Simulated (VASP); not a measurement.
A run of VASP 6.6.1:

File POSCAR:

```
SnTe
1.0
    0.0521066031      3.2279845634      3.2279845634
    3.2279845634      0.0521066031      3.2279845634
    3.2279845634      3.2279845634      0.0521066031
Sn Te
1 1
Direct
    0.0150312193      0.0150312193      0.0150312193
    0.4941476403      0.4941476403      0.4941476403
```

INCAR.step1

```
SYSTEM = SnTe
ALGO = Normal
EDIFF = 1E-4
ENCUT = 520
GGA = PE
ISMEAR = 0
LASPH = .True.
LCHARG = .False.
LREAL = .False.
LWAVE = .True.
NBANDS = 17
NELM = 100
PREC = Accurate
SIGMA = 0.01
```

File INCAR.step2:

```
SYSTEM = SnTe
ALGO = Normal
EDIFF = 1E-6
ENCUT = 520
ISIF = 2
ISMEAR = 0
ISTART = 1
LASPH = .True.
LCHARG = .False.
LMIXTAU = .True.
LREAL = .False.
LWAVE = .False.
METAGGA = R2SCAN
NBANDS = 17
NELM = 100
PREC = Accurate
SIGMA = 0.01
```

Contents of KPOINTS:

```
k-points
0
Gamma
  12 12 12
  0 0 0
```

Potentials or basis: VASP PAW PBE potentials, release 64 (Sn_d, Te).

The run is started by

```console
$ cat potpaw_PBE.64/Sn_d/POTCAR potpaw_PBE.64/Te/POTCAR > POTCAR
$ cp INCAR.step1 INCAR
$ mpirun -np 1 vasp_std > vasp.out
$ cp INCAR.step2 INCAR
$ mpirun -np 1 vasp_std > vasp.out
```

Hardware: 1 thread of AMD EPYC 7R43 64-Core Processor (Zen 3) (shared host).

**Question.** Estimate the wall time of this run.

**Answer.** It took 19 min on 1 thread of AMD EPYC 7R43 64-Core Processor (Zen 3) (shared host), peak memory 0.34 GiB. Counts: k points 189.
